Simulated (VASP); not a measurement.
A run of VASP 6.6.1 is set up as follows.

The input INCAR:

```
SYSTEM = Ti
PREC = Accurate ; ENCUT = 520
EDIFF = 1E-6 ; ISMEAR = 0
SIGMA = 0.1 ; LREAL = .False.
LASPH = .True. ; NELM = 60
ALGO = Fast ; ISIF = 2
LWAVE = .False. ; LCHARG = .False.
GGA = PE ; NBANDS = 12
```

The input KPOINTS:

```
Automatic mesh
0
Gamma
  20 20 20
  0 0 0
```

The input POSCAR:

```
Ti
1.0
   -1.5345411126      1.5345411126      1.5345411126
    1.5345411126     -1.5345411126      1.5345411126
    1.5345411126      1.5345411126     -1.5345411126
Ti
1
Direct
    0.0000000000      0.0000000000      0.0000000000
```

Potentials or basis: VASP PAW PBE potentials, release 64 (Ti_sv).

The run is started by

```bash
$ cat potpaw_PBE.64/Ti_sv/POTCAR > POTCAR
$ mpirun -np 1 vasp_std > vasp.out
```

(1) Predict the pressure.

(2) Estimate the band gap on the k mesh.

Answers

(1) 24.3 GPa.

(2) zero (band 6 reaches 11.28 eV, above the bottom of band 7 at 9.40 eV).
